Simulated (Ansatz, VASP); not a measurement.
**CdHgP: VASP beside Ansatz**

```
Cd Hg P
1.0
    -5.00679    0.00000    0.00000
     0.00000    0.00000   -6.16204
     0.00000  -10.01358    0.00000
Cd Hg P
4 4 4
Direct
  0.00000 0.25000 0.50000
  0.00000 0.25000 0.00000
  0.00000 0.75000 0.50000
  0.00000 0.75000 0.00000
  0.50000 0.00000 0.75000
  0.50000 0.00000 0.25000
  0.50000 0.50000 0.75000
  0.50000 0.50000 0.25000
  0.50000 0.50000 0.50000
  0.50000 0.50000 0.00000
  0.00000 0.00000 0.75000
  0.00000 0.00000 0.25000
```

Alike in both runs: task single point; functional PBE; k mesh 4 × 4 × 2; occupations gaussian, width 0.2 eV; no spin polarisation.

|  | VASP | Ansatz |
| --- | --- | --- |
| version | VASP 6.6.1 | Ansatz 0.2.0 |
| potentials or method | VASP PAW PBE potentials, release 64 (Cd, Hg, P), cutoff 520 eV | scalar-relativistic, plane waves, PAW |
| valence electrons in the cell | 116 | 180 |

VASP gave:

| Item | Value |
| --- | --- |
| gap on the k mesh at the Fermi level (eV) | none |
| pressure (GPa) | -0.4 |
| traceless stress, the component that is largest in VASP (GPa) | 1.67 |

Q: What did Ansatz give for the same quantities?

A: gap on the k mesh at the Fermi level (eV): none; pressure (GPa): -0.6; traceless stress, the component that is largest in VASP (GPa): 1.75.

A gap of «none» marks a metal or a gap that the smearing closes. VASP's potentials hold 116 valence electrons a cell and Ansatz's 180, so a difference there can come from the potentials and not from the codes.

Neither program's run includes spin-orbit coupling.
